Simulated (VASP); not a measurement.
# WSe2 (P6_3/mmc) in VASP: a series of runs

Runs on WSe2. Level: LDA. Tasks: single point, relaxation of cell and atoms.

Program: VASP 6.6.1. These are calculated values, not measurements. Logs are shortened: lines on timing, memory, paths and dates and some standing lists are left out, and cuts for length are marked.

**Experimental background.**

From “Time-resolved XUV ARPES with tunable 24–33 eV laser pulses at 30 meV resolution”, 2019, pmc:6684652, for a bulk crystal of WSe2: band gap 1.3 eV (indirect).

How close the calculation comes is told below.

## (1) The cell of the first run

Symmetry: P6_3/mmc, No. 194, hexagonal system. Conventional cell: a = 3.233 Å, b = 3.233 Å, c = 12.757 Å, α = 90.00°, β = 90.00°, γ = 120.00°. W (site symmetry -6m2) has 6 Se at 2.51 Å and 6 W at 3.23 Å within 3.3 Å. Within 3.4 Å of Se (site symmetry 3m) lie 3 W at 2.51 Å and 7 Se at 3.23 to 3.34 Å.

## (2) Single point, LDA (19.25 Å³/atom)

Input file INCAR:

```
SYSTEM = WSe2
  PREC = Accurate
  ENCUT = 520
  EDIFF = 1E-6
  ISMEAR = 0
  SIGMA = 0.01
  LREAL = .FALSE.
  LASPH = .TRUE.
  NELM = 80
  ALGO = Normal
  ISIF = 2
  LWAVE = .FALSE.
  LCHARG = .FALSE.
  GGA = CA
  NBANDS = 35
```

Input file KPOINTS:

```
Automatic mesh
0
G
  6 6 2
  0 0 0
```

Input file POSCAR:

```
WSe2
1.0
    3.2334383420      0.0000000000      0.0000000000
   -1.6167191710      2.8002397457      0.0000000000
    0.0000000000      0.0000000000     12.7574393348
W Se
2 4
Direct
    0.3333333333      0.6666666667      0.2500000000
    0.6666666667      0.3333333333      0.7500000000
    0.3333333333      0.6666666667      0.6189142973
    0.6666666667      0.3333333333      0.1189142973
    0.3333333333      0.6666666667      0.8810857027
    0.6666666667      0.3333333333      0.3810857027
```

Potentials or basis: VASP PAW LDA potentials, release 64 (W_sv, Se).

Run with:

```sh
$ cat potpaw_LDA.64/W_sv/POTCAR potpaw_LDA.64/Se/POTCAR > POTCAR
$ mpirun -np 1 vasp_std > vasp.out
```

OUTCAR:

```text
SYSTEM = WSe2
   PREC = Accurate
   ENCUT = 520
   EDIFF = 1E-6
   ISMEAR = 0
   LREAL = .FALSE.
   LASPH = .TRUE.
   NELM = 80
   ISIF = 2
   GGA = CA

 ion  position               nearest neighbor table
   1  0.333  0.667  0.250-   4 2.51   6 2.51   4 2.51   6 2.51   4 2.51   6 2.51
   2  0.667  0.333  0.750-   3 2.51   5 2.51   3 2.51   5 2.51   3 2.51   5 2.51
   3  0.333  0.667  0.619-   2 2.51   2 2.51   2 2.51
   4  0.667  0.333  0.119-   1 2.51   1 2.51   1 2.51
   5  0.333  0.667  0.881-   2 2.51   2 2.51   2 2.51
   6  0.667  0.333  0.381-   1 2.51   1 2.51   1 2.51

  LATTYP: Found a hexagonal cell.
 ALAT       =     3.2334383420
 C/A-ratio  =     3.9454716576

  Lattice vectors:

 A1 = (   3.2334383420,   0.0000000000,   0.0000000000)
 A2 = (  -1.6167191710,   2.8002397457,   0.0000000000)
 A3 = (   0.0000000000,   0.0000000000,  12.7574393348)

Analysis of symmetry for initial positions (statically):
=====================================================================
 Subroutine PRICEL returns:
 Original cell was already a primitive cell.

 Routine SETGRP: Setting up the symmetry group for a
 hexagonal supercell.

 Subroutine GETGRP returns: Found 24 space group operations
 (whereof 12 operations were pure point group operations)
 out of a pool of 24 trial point group operations.

The static configuration has the point symmetry D_3d.
 The point group associated with its full space group is D_6h.

Analysis of symmetry for dynamics (positions and initial velocities):
=====================================================================
 Subroutine PRICEL returns:
 Original cell was already a primitive cell.

 Routine SETGRP: Setting up the symmetry group for a
 hexagonal supercell.

 Subroutine GETGRP returns: Found 24 space group operations
 (whereof 12 operations were pure point group operations)
 out of a pool of 24 trial point group operations.

The dynamic configuration has the point symmetry D_3d.
 The point group associated with its full space group is D_6h.

 Subroutine INISYM returns: Found 24 space group operations
 (whereof 12 operations are pure point group operations),
 and found     1 'primitive' translations

----------------------------------------------------------------------------------------

                                     Primitive cell

  volume of cell :     115.5110

  direct lattice vectors                    reciprocal lattice vectors
     3.233438342  0.000000000  0.000000000     0.309268306  0.178556140  0.000000000
    -1.616719171  2.800239746  0.000000000     0.000000000  0.357112280  0.000000000
     0.000000000  0.000000000 12.757439335     0.000000000  0.000000000  0.078385636

  length of vectors
     3.233438342  3.233438342 12.757439335     0.357112280  0.357112280  0.078385636

  position of ions in fractional coordinates (direct lattice)
     0.333333333  0.666666667  0.250000000
     0.666666667  0.333333333  0.750000000
     0.333333333  0.666666667  0.618914297
     0.666666667  0.333333333  0.118914297
     0.333333333  0.666666667  0.881085703
     0.666666667  0.333333333  0.381085703

  ion indices of the primitive-cell ions
   primitive index   ion index
                 1           1
                 2           2
                 3           3
                 4           4
                 5           5
                 6           6

----------------------------------------------------------------------------------------

 KPOINTS: Automatic mesh

Automatic generation of k-mesh.
 Grid dimensions read from file:
 generate k-points for:    6    6    2

 Generating k-lattice:

  Cartesian coordinates                     Fractional coordinates (reciprocal lattice)
     0.051544718  0.029759357  0.000000000     0.166666667  0.000000000  0.000000000
     0.000000000  0.059518713  0.000000000     0.000000000  0.166666667  0.000000000
     0.000000000  0.000000000  0.039192818     0.000000000  0.000000000  0.500000000

  Length of vectors
     0.059518713  0.059518713  0.039192818

  Shift w.r.t. Gamma in fractional coordinates (k-lattice)
     0.000000000  0.000000000  0.000000000

 Subroutine IBZKPT returns following result:
 ===========================================

 Found     14 irreducible k-points:

 Following reciprocal coordinates:
            Coordinates               Weight
  0.000000  0.000000  0.000000      1.000000
  0.166667  0.000000  0.000000      6.000000
  0.333333  0.000000  0.000000      6.000000
  0.500000  0.000000  0.000000      3.000000
  0.166667  0.166667  0.000000      6.000000
  0.333333  0.166667  0.000000     12.000000
  0.333333  0.333333  0.000000      2.000000
  0.000000  0.000000  0.500000      1.000000
  0.166667  0.000000  0.500000      6.000000
  0.333333  0.000000  0.500000      6.000000
  0.500000  0.000000  0.500000      3.000000
  0.166667  0.166667  0.500000      6.000000
  0.333333  0.166667  0.500000     12.000000
  0.333333  0.333333  0.500000      2.000000
   k-points           NKPTS =     14   k-points in BZ     NKDIM =     14   number of bands    NBANDS=     35
   number of dos      NEDOS =    301   number of ions     NIONS =      6
   total plane-waves  NPLWV =  55296
   dimension x,y,z NGX =    24 NGY =   24 NGZ =   96
   dimension x,y,z NGXF=    48 NGYF=   48 NGZF=  192
   ions per type =               2   4
   NGX,Y,Z   is equivalent  to a cutoff of  12.34, 12.34, 12.51 a.u.
   NGXF,Y,Z  is equivalent  to a cutoff of  24.68, 24.68, 25.02 a.u.
 SYSTEM =  WSe2
   PREC   = accura    normal or accurate (medium, high low for compatibility)
   ISTART =      0    job   : 0-new  1-cont  2-samecut
   ICHARG =      2    charge: 1-file 2-atom 10-const
   ISPIN  =      1    spin polarized calculation?
   LNONCOLLINEAR =      F non collinear calculations
   LSORBIT =      F    spin-orbit coupling
   LASPH  =      T    aspherical Exc in radial PAW
   ENCUT  =  520.0 eV  38.22 Ry    6.18 a.u.   6.01  6.01 23.72*2*pi/ulx,y,z
   NELM   =     80;   NELMIN=  2; NELMDL= -5     # of ELM steps
   EDIFF  = 0.1E-05   stopping-criterion for ELM
   LREAL  =      F    real-space projection
   EDIFFG = 0.1E-04   stopping-criterion for IOM
   NSW    =      0    number of steps for IOM
   IBRION =     -1    ionic relax: 0-MD 1-quasi-New 2-CG
   NFREE  =      0    steps in history (QN), initial steepest desc. (CG)
   ISIF   =      2    stress and relaxation
   ISYM   =      2    0-nonsym 1-usesym 2-fastsym
   POTIM  = 0.5000    time-step for ionic-motion
   TEBEG  =    0.0;   TEEND  =   0.0 temperature during run
   PSTRESS=    0.0 pullay stress
   NELECT =      52.0000    total number of electrons
   NUPDOWN=      -1.0000    fix difference up-down
   EMIN   =  10.00;   EMAX   =-10.00  energy-range for DOS
   EFERMI =   0.00;   METHOD = LEGACY
   ISMEAR =     0;   SIGMA  =   0.01  broadening in eV -4-tet -1-fermi 0-gaus
   EFERMI_NEDOS =   21; number of points for ismear=-14 and -15
   IALGO  =     38    algorithm
   IMIX   =      4    mixing-type and parameters
     AMIX     =   0.40;   BMIX     =  1.00
     AMIX_MAG =   1.60;   BMIX_MAG =  1.00
  volume/ion in A,a.u.               =      19.25       129.92
  Fermi-wavevector in a.u.,A,eV,Ry     =   1.254685  2.371012 21.418773  1.574235
  Thomas-Fermi vector in A             =   2.388478
   LORBIT       =      0    0 simple, 1 ext, 2 COOP (PROOUT), +10 PAW based schemes
   GGA     = CA    functional components
   LHFCALC =     F    Hartree Fock is set to
   AEXX    =    0.0000 exact exchange contribution
   IVDW    =     0    specifies the selected vdW correction
   LEPSILON=     F    determine dielectric tensor
   LRPA    =     F    only Hartree local field effects (RPA)
 non-spin polarized calculation
 Gauss-broadening in eV      SIGMA  =   0.01
  energy-cutoff  :      520.00
  volume of cell :      115.51
 maximum number of plane-waves:      3168
   NGX = 13   NGY = 13   NGZ = 47

 number of electron      51.9999995 magnetization

 Free energy of the ion-electron system (eV)
  ---------------------------------------------------
  ext. energy  EPLUGINS =         0.00000000
  ---------------------------------------------------
  free energy    TOTEN  =       -48.47939356 eV

  energy without entropy =      -48.47939356  energy(sigma->0) =      -48.47939356

 E-fermi :   7.0167     XC(G=0): -11.2798

 val. band max:        6.8345158613   @ k =   0.0000   0.0000   0.0000
 cond. band min:       7.6865473390   @ k =   0.1667   0.1667   0.0000
 fundamental gap:      0.8520314776
 Fermi energy:         7.0167134971

 k-point     1 :       0.0000    0.0000    0.0000
  band No.  band energies     occupation
      1     -66.9680      2.00000
      2     -66.9680      2.00000
      3     -31.5318      2.00000
      4     -31.5317      2.00000
      5     -31.3355      2.00000
      6     -31.3355      2.00000
[... 27 lines left out ...]
     34       9.9590      0.00000
     35      11.6085      0.00000

 k-point     2 :       0.1667    0.0000    0.0000
  band No.  band energies     occupation
      1     -66.9645      2.00000
      2     -66.9645      2.00000
      3     -31.5175      2.00000
      4     -31.5174      2.00000
      5     -31.4088      2.00000
      6     -31.4088      2.00000
[... 27 lines left out ...]
     34      10.3750      0.00000
     35      13.1719      0.00000

 k-point     3 :       0.3333    0.0000    0.0000
  band No.  band energies     occupation
      1     -66.9576      2.00000
      2     -66.9575      2.00000
      3     -31.5527      2.00000
      4     -31.5527      2.00000
      5     -31.4888      2.00000
      6     -31.4888      2.00000
[... 27 lines left out ...]
     34      11.1942      0.00000
     35      12.3245      0.00000

 k-point     4 :       0.5000    0.0000    0.0000
  band No.  band energies     occupation
      1     -66.9541      2.00000
      2     -66.9541      2.00000
      3     -31.6233      2.00000
      4     -31.6233      2.00000
      5     -31.4744      2.00000
      6     -31.4744      2.00000
[... 27 lines left out ...]
     34      11.1557      0.00000
     35      11.3489      0.00000

 k-point     5 :       0.1667    0.1667    0.0000
  band No.  band energies     occupation
      1     -66.9593      2.00000
      2     -66.9593      2.00000
      3     -31.5036      2.00000
      4     -31.5036      2.00000
      5     -31.4960      2.00000
      6     -31.4960      2.00000
[... 258 lines left out ...]
 k-point    12 :       0.1667    0.1667    0.5000
  band No.  band energies     occupation
      1     -66.9593      2.00000
      2     -66.9593      2.00000
      3     -31.5036      2.00000
      4     -31.5036      2.00000
      5     -31.4960      2.00000
      6     -31.4960      2.00000
[... 27 lines left out ...]
     34      11.0212      0.00000
     35      13.8675      0.00000

 k-point    13 :       0.3333    0.1667    0.5000
  band No.  band energies     occupation
      1     -66.9541      2.00000
      2     -66.9541      2.00000
      3     -31.5873      2.00000
      4     -31.5873      2.00000
      5     -31.4744      2.00000
      6     -31.4744      2.00000
[... 27 lines left out ...]
     34      11.0429      0.00000
     35      12.4879      0.00000

 k-point    14 :       0.3333    0.3333    0.5000
  band No.  band energies     occupation
      1     -66.9524      2.00000
      2     -66.9524      2.00000
      3     -31.5512      2.00000
      4     -31.5512      2.00000
      5     -31.5216      2.00000
      6     -31.5216      2.00000
[... 27 lines left out ...]
     34      11.3216      0.00000
     35      13.2162      0.00000

------------------------ aborting loop because EDIFF is reached ----------------------------------------

  FORCE on cell =-STRESS in cart. coord.  units (eV):
  Direction    XX          YY          ZZ          XY          YZ          ZX
  --------------------------------------------------------------------------------------
  -------------------------------------------------------------------------------------
  Total        1.5305828      1.5305828      0.9676664      0.0000000     -0.0000000      0.0000000
  in kB       21.2297112     21.2297112     13.4218675      0.0000000     -0.0000000      0.0000000
  external PRESSURE =      18.6270967 kB  Pullay stress =       0.0000000 kB

 VOLUME and BASIS-vectors are now :
 -----------------------------------------------------------------------------
  energy-cutoff  :      520.00
  volume of cell :      115.51
      direct lattice vectors                 reciprocal lattice vectors
     3.233438342  0.000000000  0.000000000     0.309268306  0.178556140  0.000000000
    -1.616719171  2.800239746  0.000000000     0.000000000  0.357112280  0.000000000
     0.000000000  0.000000000 12.757439335     0.000000000  0.000000000  0.078385636

 POSITION                                       TOTAL-FORCE (eV/Angst)
 -----------------------------------------------------------------------------------
     -0.00000      1.86683      3.18936         0.000000     -0.000000      0.000000
      1.61672      0.93341      9.56808        -0.000000      0.000000      0.000000
     -0.00000      1.86683      7.89576         0.000000     -0.000000     -0.103929
      1.61672      0.93341      1.51704        -0.000000      0.000000     -0.103929
     -0.00000      1.86683     11.24040         0.000000     -0.000000      0.103929
      1.61672      0.93341      4.86168        -0.000000      0.000000      0.103929
 -----------------------------------------------------------------------------------
    total drift:                               -0.000000      0.000000     -0.000000

  FREE ENERGIE OF THE ION-ELECTRON SYSTEM (eV)
  ---------------------------------------------------
  free  energy   TOTEN  =       -48.4793935627 eV

  energy  without entropy=      -48.4793935627  energy(sigma->0) =      -48.47939356
```

Wall time 41 s (1 thread of Intel Xeon Platinum 8259CL at 2.50GHz (Skylake/Cascade Lake), shared host); peak memory 0.21 GiB.

Results:

| Item | Value |
| --- | --- |
| Free energy | -48.4794 eV |
| Pressure | 1.9 GPa |
| Largest force | 0.104 eV/Å |
| Band gap on the k mesh | 0.85 eV (least direct gap 1.68 eV) |

Forces in eV/Å, atoms in the order of the input:
```
W    0.000  0.000  0.000
W    0.000  0.000  0.000
Se   0.000  0.000 -0.104
Se   0.000  0.000 -0.104
Se   0.000  0.000  0.104
Se   0.000  0.000  0.104
```

Stress tensor (GPa, compression positive):
```
2.12 0.00 0.00
0.00 2.12 0.00
0.00 0.00 1.34
```

Caveat: spin-orbit coupling is left out, which moves the levels of the heavy elements.

## (3) Single point, LDA

This run uses another cell than the first one, of 19.54 Å³/atom.

Input file INCAR:

```
  ALGO = Normal
  EDIFF = 1E-6
  ENCUT = 520
  ISIF = 2
  ISMEAR = 0
  LASPH = True
  LCHARG = False
  LREAL = False
  LWAVE = False
  NBANDS = 35
  NELM = 80
  PREC = Accurate
  SIGMA = 0.01
```

Input file KPOINTS:

```
k-points
0
Gamma
  6 6 2
```

Input file POSCAR:

```
WSe2
1.0
    3.2501343135      0.0000000000      0.0000000000
   -1.6250671567      2.8146988812      0.0000000000
    0.0000000000      0.0000000000     12.8163358427
W Se
2 4
Direct
    0.3333333333      0.6666666667      0.2500000000
    0.6666666667      0.3333333333      0.7500000000
    0.3333333333      0.6666666667      0.6199505568
    0.6666666667      0.3333333333      0.1199505568
    0.3333333333      0.6666666667      0.8800494432
    0.6666666667      0.3333333333      0.3800494432
```

Potentials or basis: VASP PAW LDA potentials, release 64 (W_sv, Se).

Run with:

```sh
$ cat potpaw_LDA.64/W_sv/POTCAR potpaw_LDA.64/Se/POTCAR > POTCAR
$ mpirun -np 1 vasp_std > vasp.out
```

OUTCAR:

```text
EDIFF = 1E-6
   ENCUT = 520
   ISIF = 2
   ISMEAR = 0
   LASPH = True
   LREAL = False
   NELM = 80
   PREC = Accurate

 ion  position               nearest neighbor table
   1  0.333  0.667  0.250-   4 2.51   6 2.51   4 2.51   6 2.51   4 2.51   6 2.51
   2  0.667  0.333  0.750-   3 2.51   5 2.51   3 2.51   5 2.51   3 2.51   5 2.51
   3  0.333  0.667  0.620-   2 2.51   2 2.51   2 2.51
   4  0.667  0.333  0.120-   1 2.51   1 2.51   1 2.51
   5  0.333  0.667  0.880-   2 2.51   2 2.51   2 2.51
   6  0.667  0.333  0.380-   1 2.51   1 2.51   1 2.51

  LATTYP: Found a hexagonal cell.
[... 726 lines left out ...]
  -------------------------------------------------------------------------------------
  Total        0.5130444      0.5130444      0.6634310      0.0000000      0.0000000      0.0000000
  in kB        7.0108131      7.0108131      9.0658643      0.0000000      0.0000000      0.0000000
  external PRESSURE =       7.6958302 kB  Pullay stress =       0.0000000 kB

 VOLUME and BASIS-vectors are now :
 -----------------------------------------------------------------------------
  energy-cutoff  :      520.00
  volume of cell :      117.25
      direct lattice vectors                 reciprocal lattice vectors
     3.250134313  0.000000000  0.000000000     0.307679592  0.177638895  0.000000000
    -1.625067157  2.814698881  0.000000000     0.000000000  0.355277791  0.000000000
     0.000000000  0.000000000 12.816335843     0.000000000  0.000000000  0.078025421

 POSITION                                       TOTAL-FORCE (eV/Angst)
 -----------------------------------------------------------------------------------
     -0.00000      1.87647      3.20408         0.000000      0.000000      0.000000
      1.62507      0.93823      9.61225        -0.000000     -0.000000      0.000000
     -0.00000      1.87647      7.94549        -0.000000     -0.000000     -0.101952
      1.62507      0.93823      1.53733         0.000000      0.000000     -0.101952
     -0.00000      1.87647     11.27901        -0.000000     -0.000000      0.101952
      1.62507      0.93823      4.87084        -0.000000     -0.000000      0.101952
 -----------------------------------------------------------------------------------
    total drift:                                0.000000     -0.000000      0.000000

  FREE ENERGIE OF THE ION-ELECTRON SYSTEM (eV)
  ---------------------------------------------------
  free  energy   TOTEN  =       -48.4885776857 eV

  energy  without entropy=      -48.4885776857  energy(sigma->0) =      -48.48857769
```

Wall time 42 s (1 thread of Intel Xeon Platinum 8259CL at 2.50GHz (Skylake/Cascade Lake), shared host); peak memory 0.21 GiB.

What came out:

* Free energy: -48.4886 eV
* Pressure: 0.8 GPa
* Largest force: 0.102 eV/Å
* Band gap on the k mesh: 0.87 eV (least direct gap 1.62 eV)

Forces in eV/Å, atoms in the order of the input:
```
W    0.000  0.000  0.000
W    0.000  0.000  0.000
Se   0.000  0.000 -0.102
Se   0.000  0.000 -0.102
Se   0.000  0.000  0.102
Se   0.000  0.000  0.102
```

Levels at points of the mesh, in eV from the valence-band top:
```
           k point  band 23  band 24  band 25  band 26  band 27  band 28  band 29  band 30
(0.00, 0.00, 0.00)    -1.50    -1.28    -1.01     0.00     2.72     2.72     2.78     2.78
(0.50, 0.00, 0.00)    -1.48    -1.33    -1.32    -1.03     2.20     2.24     2.30     2.74
(0.00, 0.00, 0.50)    -1.53    -1.53    -0.23    -0.23     2.73     2.73     2.73     2.73
(0.50, 0.00, 0.50)    -1.38    -1.38    -1.18    -1.18     2.22     2.22     2.56     2.56
```

Caveat: spin-orbit coupling is left out, which moves the levels of the heavy elements.

(Part 1 of 2 ends here.)
